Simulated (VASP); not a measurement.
Write the native input for VASP 6.6.1 that does the following.

- Task: single point
- Functional: PBEsol
- Potentials or basis: VASP PAW PBE potentials, release 64 (Al, Co)
- Cutoff: 520 eV
- k mesh: 22 × 22 × 22
- Occupations: gaussian, width 0.15 eV
- Spin: no spin polarisation
- Dipole correction: no
- Further INCAR settings: ALGO = Fast; EDIFF = 1e-07; NBANDS = 13

The structure of AlCo lies in POSCAR:

```
AlCo
1.0
    2.8225855360      0.0000000000      0.0000000000
    0.0000000000      2.8225855360      0.0000000000
    0.0000000000      0.0000000000      2.9637148128
Al Co
1 1
Direct
    0.0000000000      0.0000000000      0.0000000000
    0.5000000000      0.5000000000      0.5000000000
```

This cell differs from its parent crystal: strain +0.000 along x and y, +0.050 along z.

The input as run:

INCAR

```
SYSTEM = AlCo
PREC     = Accurate       ! precision mode
ENCUT    = 520            ! plane-wave cutoff, eV
EDIFF    = 1E-7           ! SCF threshold, eV
ISMEAR   = 0              ! smearing method
SIGMA    = 0.15           ! smearing width, eV
LREAL    = .False.        ! projectors in reciprocal space
LASPH    = .True.         ! aspherical terms in the spheres
NELM     = 80             ! most SCF steps
ALGO     = Fast           ! electronic algorithm
ISIF     = 2              ! what is computed and relaxed
LWAVE    = .False.        ! write WAVECAR
LCHARG   = .True.         ! write CHGCAR
GGA      = PS             ! functional
LELF     = .True.         ! ELF
LVHAR    = .True.       
NBANDS   = 13             ! bands
```

KPOINTS

```
regular mesh
0
Gamma
  22 22 22
  0 0 0
```

Potentials or basis: VASP PAW PBE potentials, release 64 (Al, Co).

Launch:

```console
$ cat potpaw_PBE.64/Al/POTCAR potpaw_PBE.64/Co/POTCAR > POTCAR
$ mpirun -np 1 vasp_std > vasp.out
```

Results of the run:

```yaml
Pressure: -8.1 GPa
Band_gap_on_the_k_mesh: zero (bands 6 and 7 overlap by 2.58 eV)
```

Caveat: the cell differs from its parent crystal (strain +0.000 along x and y, +0.050 along z); the cell stands under tension; the PAW data sets were made with another functional, which shifts forces and pressure a little; the run has no spin polarisation, though such a crystal can be magnetic.

Run time: 5.4 min on 1 thread of Intel Xeon 8259CL, on a shared host, peak memory 0.41 GiB.
